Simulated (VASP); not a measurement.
Write the native input for VASP 6.6.1 that does the following.

| Quantity | Value |
| --- | --- |
| Task | single point |
| Functional | PBEsol |
| Potentials or basis | VASP PAW PBE potentials, release 64 (Cu) |
| Cutoff | 520 eV |
| k mesh | 24 × 24 × 24 |
| Occupations | gaussian, width 0.15 eV |
| Spin | no spin polarisation |
| Dipole correction | no |
| Further INCAR settings | ALGO = Fast; EDIFF = 1e-06; NBANDS = 12 |

The structure of Cu lies in POSCAR:

```
Cu
1.0
   -1.4427933200      1.4462335236      1.3796884333
    1.4427933200     -1.4393531164      1.3724744667
    1.4427933200      1.4393531164     -1.3724744667
Cu
1
Direct
    0.0000000000      0.0000000000      0.0000000000
```

This cell differs from its parent crystal: strain +0.0050 x Voigt [0, 0, 0, 1, 0, 0].

The input as run:

INCAR

```
ALGO = Fast
EDIFF = 1E-6
ENCUT = 520
GGA = PS
ISIF = 2
ISMEAR = 0
LASPH = True
LCHARG = True
LELF = True
LREAL = False
LVHAR = True
LWAVE = False
NBANDS = 12
NELM = 100
PREC = Accurate
SIGMA = 0.15
```

KPOINTS

```
k-points
0
Gamma
  24 24 24
```

Potentials or basis: VASP PAW PBE potentials, release 64 (Cu).

Command:

```bash
$ cat potpaw_PBE.64/Cu/POTCAR > POTCAR
$ mpirun -np 1 vasp_std > vasp.out
```

It gave:

| Property | Result |
| --- | --- |
| Pressure | -0.5 GPa |
| Band gap on the k mesh | zero (an odd number of electrons rules out a gap without spin polarisation) |

Caveat: the cell differs from its parent crystal (strain +0.0050 x Voigt [0, 0, 0, 1, 0, 0]); the PAW data sets were made with another functional, which shifts forces and pressure a little.

It took 7 min on 1 thread of Intel Xeon 8259CL, with other jobs on the host, peak memory 0.57 GiB.
